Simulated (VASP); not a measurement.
# Mg (I4/mmm) in VASP: a series of runs

Mg is run at these levels: PBE; tasks: single point.

Everything below comes from runs of VASP 6.6.1. Logs are shortened: lines on timing, memory, paths and dates and some standing lists are left out, and cuts for length are marked.

## (1) The cell of the first run

The structure is tetragonal, space group I4/mmm (No. 139). The conventional cell has a = 3.671 Å, b = 3.671 Å, c = 3.683 Å, α = 90.00°, β = 90.00°, γ = 90.00°. Within 4.2 Å of Mg (site symmetry 4/mmm) lie 14 Mg at 3.18 to 3.68 Å.

## (2) Single point, PBE

File INCAR:

```
SYSTEM = Mg
PREC = Accurate ; ENCUT = 520
EDIFF = 1E-7 ; ISMEAR = 0
SIGMA = 0.15 ; LREAL = .FALSE.
LASPH = .TRUE. ; NELM = 100
ALGO = Normal ; ISIF = 2
LWAVE = .FALSE. ; LCHARG = .FALSE.
GGA = PE ; NBANDS = 7
```

File KPOINTS:

```
Automatic mesh
0
G
  18 18 18
  0 0 0
```

File POSCAR:

```
Mg
1.0
   -1.8355548414      1.8355548414      1.8412500000
    1.8355548414     -1.8355548414      1.8412500000
    1.8355548414      1.8355548414     -1.8412500000
Mg
1
Direct
    0.0000000000      0.0000000000      0.0000000000
```

Potentials or basis: VASP PAW PBE potentials, release 64 (Mg).

Launch:

```bash
$ cat potpaw_PBE.64/Mg/POTCAR > POTCAR
$ mpirun -np 1 vasp_std > vasp.out
```

OUTCAR:

```text
SYSTEM = Mg
   PREC = Accurate
   ENCUT = 520
   EDIFF = 1E-7
   ISMEAR = 0
   LREAL = .FALSE.
   LASPH = .TRUE.
   NELM = 100
   ISIF = 2
   GGA = PE

 ion  position               nearest neighbor table
   1  0.000  0.000  0.000-

  LATTYP: Found a body centered tetragonal cell.
 ALAT       =     3.6711096828
 C/A-ratio  =     1.0031026905

  Lattice vectors:

 A1 = (  -1.8355548414,   1.8355548414,   1.8412500000)
 A2 = (   1.8355548414,  -1.8355548414,   1.8412500000)
 A3 = (   1.8355548414,   1.8355548414,  -1.8412500000)

Analysis of symmetry for initial positions (statically):
=====================================================================
 Subroutine PRICEL returns:
 Original cell was already a primitive cell.

 Routine SETGRP: Setting up the symmetry group for a
 body centered tetragonal supercell.

 Subroutine GETGRP returns: Found 16 space group operations
 (whereof 16 operations were pure point group operations)
 out of a pool of 16 trial point group operations.

The static configuration has the point symmetry D_4h.

Analysis of symmetry for dynamics (positions and initial velocities):
=====================================================================
 Subroutine PRICEL returns:
 Original cell was already a primitive cell.

 Routine SETGRP: Setting up the symmetry group for a
 body centered tetragonal supercell.

 Subroutine GETGRP returns: Found 16 space group operations
 (whereof 16 operations were pure point group operations)
 out of a pool of 16 trial point group operations.

The dynamic configuration has the point symmetry D_4h.

 Subroutine INISYM returns: Found 16 space group operations
 (whereof 16 operations are pure point group operations),
 and found     1 'primitive' translations

----------------------------------------------------------------------------------------

                                     Primitive cell

  volume of cell :      24.8146

  direct lattice vectors                    reciprocal lattice vectors
    -1.835554841  1.835554841  1.841250000     0.000000000  0.272397200  0.271554650
     1.835554841 -1.835554841  1.841250000     0.272397200  0.000000000  0.271554650
     1.835554841  1.835554841 -1.841250000     0.272397200  0.272397200  0.000000000

  length of vectors
     3.182565744  3.182565744  3.182565744     0.384632504  0.384632504  0.385227815

  position of ions in fractional coordinates (direct lattice)
     0.000000000  0.000000000  0.000000000

  ion indices of the primitive-cell ions
   primitive index   ion index
                 1           1

----------------------------------------------------------------------------------------

 KPOINTS: Automatic mesh

Automatic generation of k-mesh.
 Grid dimensions read from file:
 generate k-points for:   18   18   18

 Generating k-lattice:

  Cartesian coordinates                     Fractional coordinates (reciprocal lattice)
     0.000000000  0.015133178  0.015086369     0.055555556 -0.000000000  0.000000000
     0.015133178  0.000000000  0.015086369    -0.000000000  0.055555556  0.000000000
     0.015133178  0.015133178  0.000000000     0.000000000  0.000000000  0.055555556

  Length of vectors
     0.021368472  0.021368472  0.021401545

  Shift w.r.t. Gamma in fractional coordinates (k-lattice)
     0.000000000  0.000000000  0.000000000

 Subroutine IBZKPT returns following result:
 ===========================================

 Found    480 irreducible k-points:

 Following reciprocal coordinates:
            Coordinates               Weight
  0.000000  0.000000  0.000000      1.000000
  0.055556  0.000000  0.000000      8.000000
  0.111111  0.000000  0.000000      8.000000
  0.166667  0.000000 -0.000000      8.000000
  0.222222  0.000000  0.000000      8.000000
  0.277778  0.000000  0.000000      8.000000
[... 16 lines left out ...]
 -0.277778  0.055556  0.000000     16.000000
 -0.222222  0.055556  0.000000     16.000000
 [... further k-points ...]
   k-points           NKPTS =    480   k-points in BZ     NKDIM =    480   number of bands    NBANDS=      7
   number of dos      NEDOS =    301   number of ions     NIONS =      1
   total plane-waves  NPLWV =  13824
   dimension x,y,z NGX =    24 NGY =   24 NGZ =   24
   dimension x,y,z NGXF=    48 NGYF=   48 NGZF=   48
   ions per type =               1
   NGX,Y,Z   is equivalent  to a cutoff of  12.54, 12.54, 12.54 a.u.
   NGXF,Y,Z  is equivalent  to a cutoff of  25.07, 25.07, 25.07 a.u.
 SYSTEM =  Mg
   PREC   = accura    normal or accurate (medium, high low for compatibility)
   ISTART =      0    job   : 0-new  1-cont  2-samecut
   ICHARG =      2    charge: 1-file 2-atom 10-const
   ISPIN  =      1    spin polarized calculation?
   LNONCOLLINEAR =      F non collinear calculations
   LSORBIT =      F    spin-orbit coupling
   LASPH  =      T    aspherical Exc in radial PAW
   ENCUT  =  520.0 eV  38.22 Ry    6.18 a.u.   5.92  5.92  5.92*2*pi/ulx,y,z
   NELM   =    100;   NELMIN=  2; NELMDL= -5     # of ELM steps
   EDIFF  = 0.1E-06   stopping-criterion for ELM
   LREAL  =      F    real-space projection
   EDIFFG = 0.1E-05   stopping-criterion for IOM
   NSW    =      0    number of steps for IOM
   IBRION =     -1    ionic relax: 0-MD 1-quasi-New 2-CG
   NFREE  =      0    steps in history (QN), initial steepest desc. (CG)
   ISIF   =      2    stress and relaxation
   ISYM   =      2    0-nonsym 1-usesym 2-fastsym
   POTIM  = 0.5000    time-step for ionic-motion
   TEBEG  =    0.0;   TEEND  =   0.0 temperature during run
   PSTRESS=    0.0 pullay stress
   NELECT =       2.0000    total number of electrons
   NUPDOWN=      -1.0000    fix difference up-down
   EMIN   =  10.00;   EMAX   =-10.00  energy-range for DOS
   EFERMI =   0.00;   METHOD = LEGACY
   ISMEAR =     0;   SIGMA  =   0.15  broadening in eV -4-tet -1-fermi 0-gaus
   EFERMI_NEDOS =   21; number of points for ismear=-14 and -15
   IALGO  =     38    algorithm
   IMIX   =      4    mixing-type and parameters
     AMIX     =   0.40;   BMIX     =  1.00
     AMIX_MAG =   1.60;   BMIX_MAG =  1.00
  volume/ion in A,a.u.               =      24.81       167.46
  Fermi-wavevector in a.u.,A,eV,Ry     =   0.707157  1.336332  6.803874  0.500071
  Thomas-Fermi vector in A             =   1.793130
   LORBIT       =      0    0 simple, 1 ext, 2 COOP (PROOUT), +10 PAW based schemes
   GGA     = PE    functional components
   LHFCALC =     F    Hartree Fock is set to
   AEXX    =    0.0000 exact exchange contribution
   IVDW    =     0    specifies the selected vdW correction
   LEPSILON=     F    determine dielectric tensor
   LRPA    =     F    only Hartree local field effects (RPA)
 non-spin polarized calculation
 Gauss-broadening in eV      SIGMA  =   0.15
  energy-cutoff  :      520.00
  volume of cell :       24.81
 maximum number of plane-waves:       682
   NGX = 11   NGY = 11   NGZ = 11

 number of electron       2.0000000 magnetization

 Free energy of the ion-electron system (eV)
  ---------------------------------------------------
  ext. energy  EPLUGINS =         0.00000000
  ---------------------------------------------------
  free energy    TOTEN  =        -1.46351953 eV

  energy without entropy =       -1.45922596  energy(sigma->0) =       -1.46137274

 E-fermi :   2.2699     XC(G=0):  -8.2574

 val. band max:        2.2591740683   @ k =  -0.3889   0.4444   0.3333
 cond. band min:       2.2783511357   @ k =   0.3333   0.2778   0.0556
 fundamental gap:      0.0191770674
 Fermi energy:         2.2698897129

 k-point     1 :       0.0000    0.0000    0.0000
  band No.  band energies     occupation
      1      -4.3596      2.00000
      2      14.7383      0.00000
      3      14.7383      0.00000
      4      14.7963      0.00000
      5      16.3343      0.00000
      6      16.3620      0.00000
      7      16.3620      0.00000

 k-point     2 :       0.0556    0.0000    0.0000
  band No.  band energies     occupation
      1      -4.2907      2.00000
      2      13.8294      0.00000
      3      14.3233      0.00000
      4      14.4160      0.00000
      5      15.7276      0.00000
      6      16.0310      0.00000
      7      16.5736      0.00000

 k-point     3 :       0.1111    0.0000    0.0000
  band No.  band energies     occupation
      1      -4.0843      2.00000
      2      12.0852      0.00000
      3      13.6086      0.00000
      4      13.6896      0.00000
      5      14.8940      0.00000
      6      15.5046      0.00000
      7      16.8749      0.00000

 k-point     4 :       0.1667    0.0000   -0.0000
  band No.  band energies     occupation
      1      -3.7411      2.00000
      2      10.2496      0.00000
      3      12.9104      0.00000
      4      12.9545      0.00000
      5      14.1299      0.00000
      6      14.9925      0.00000
      7      17.2850      0.00000

 k-point     5 :       0.2222    0.0000    0.0000
  band No.  band energies     occupation
      1      -3.2625      2.00000
      2       8.4692      0.00000
      3      12.2395      0.00000
      4      12.3574      0.00000
      5      13.4726      0.00000
      6      14.4899      0.00000
      7      17.7771      0.00000
[... 161 lines left out ...]
 k-point    22 :      -0.3333    0.0556    0.0000
  band No.  band energies     occupation
      1      -2.2430      2.00000
      2       6.0154      0.00000
      3      10.4428      0.00000
      4      11.6101      0.00000
      5      13.1826      0.00000
      6      14.5104      0.00000
      7      17.7218      0.00000

 k-point    23 :      -0.2778    0.0556    0.0000
  band No.  band energies     occupation
      1      -2.9209      2.00000
      2       7.6512      0.00000
      3      10.9394      0.00000
      4      12.0627      0.00000
      5      13.6655      0.00000
      6      14.8858      0.00000
      7      17.1783      0.00000

 k-point    24 :      -0.2222    0.0556    0.0000
  band No.  band energies     occupation
      1      -3.4665      2.00000
      2       9.3832      0.00000
      3      11.5519      0.00000
      4      12.6217      0.00000
      5      14.2523      0.00000
      6      15.2642      0.00000
      7      16.8175      0.00000

 [... further k-points ...]

------------------------ aborting loop because EDIFF is reached ----------------------------------------

  FORCE on cell =-STRESS in cart. coord.  units (eV):
  Direction    XX          YY          ZZ          XY          YZ          ZX
  --------------------------------------------------------------------------------------
  -------------------------------------------------------------------------------------
  Total       -0.3866454     -0.3866454     -0.3851646      0.0000000      0.0000000      0.0000000
  in kB      -24.9641011    -24.9641011    -24.8684902      0.0000000      0.0000000      0.0000000
  external PRESSURE =     -24.9322308 kB  Pullay stress =       0.0000000 kB

 VOLUME and BASIS-vectors are now :
 -----------------------------------------------------------------------------
  energy-cutoff  :      520.00
  volume of cell :       24.81
      direct lattice vectors                 reciprocal lattice vectors
    -1.835554841  1.835554841  1.841250000     0.000000000  0.272397200  0.271554650
     1.835554841 -1.835554841  1.841250000     0.272397200  0.000000000  0.271554650
     1.835554841  1.835554841 -1.841250000     0.272397200  0.272397200  0.000000000

 POSITION                                       TOTAL-FORCE (eV/Angst)
 -----------------------------------------------------------------------------------
      0.00000      0.00000      0.00000         0.000000     -0.000000      0.000000
 -----------------------------------------------------------------------------------
    total drift:                                0.000000     -0.000000      0.000000

  FREE ENERGIE OF THE ION-ELECTRON SYSTEM (eV)
  ---------------------------------------------------
  free  energy   TOTEN  =        -1.4635195256 eV

  energy  without entropy=       -1.4592259592  energy(sigma->0) =       -1.46137274
```

It took 16 s on 1 thread of Intel Xeon 6975P-C (Granite Rapids), shared host; peak memory 0.2 GiB.

What came out:

| Quantity | Value |
| --- | --- |
| Free energy | -1.4635 eV |
| Pressure | -2.5 GPa |
| Band gap on the k mesh | zero (band 1 reaches 5.84 eV, above the bottom of band 2 at 1.32 eV) |

(Continued in part 2 of 2.)
